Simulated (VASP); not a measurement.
A run of VASP 6.6.1 is set up as follows.

The input INCAR:

```
SYSTEM = AgCl
PREC     = Accurate       ! precision mode
ENCUT    = 520            ! plane-wave cutoff, eV
EDIFF    = 1E-6           ! SCF threshold, eV
ISMEAR   = -1             ! smearing method
SIGMA    = 0.1            ! smearing width, eV
LREAL    = .FALSE.        ! projectors in reciprocal space
LASPH    = .TRUE.         ! aspherical terms in the spheres
NELM     = 100            ! most SCF steps
ALGO     = Normal         ! electronic algorithm
ISIF     = 2              ! what is computed and relaxed
LWAVE    = .FALSE.        ! write WAVECAR
LCHARG   = .FALSE.        ! write CHGCAR
GGA      = PS             ! functional
NBANDS   = 16             ! bands
```

KPOINTS

```
Automatic mesh
0
G
  16 16 16
  0 0 0
```

The input POSCAR:

```
AgCl
1.0
    0.0000000000      2.7237519363      2.7237519363
    2.7237519363      0.0000000000      2.7237519363
    2.7237519363      2.7237519363      0.0000000000
Ag Cl
1 1
Direct
    0.0000000000      0.0000000000      0.0000000000
    0.5000000000      0.5000000000      0.5000000000
```

Potentials or basis: VASP PAW PBE potentials, release 64 (Ag, Cl).

Launch:

```sh
$ cat potpaw_PBE.64/Ag/POTCAR potpaw_PBE.64/Cl/POTCAR > POTCAR
$ mpirun -np 1 vasp_std > vasp.out
```

(1) What does it give for the band gap on the k mesh?

(2) Predict the pressure.

## Answers

(1) 0.72 eV, indirect (least direct gap 3.03 eV).

(2) -0.1 GPa.

Caveat: the PAW data sets were made with another functional, which shifts forces and pressure a little.
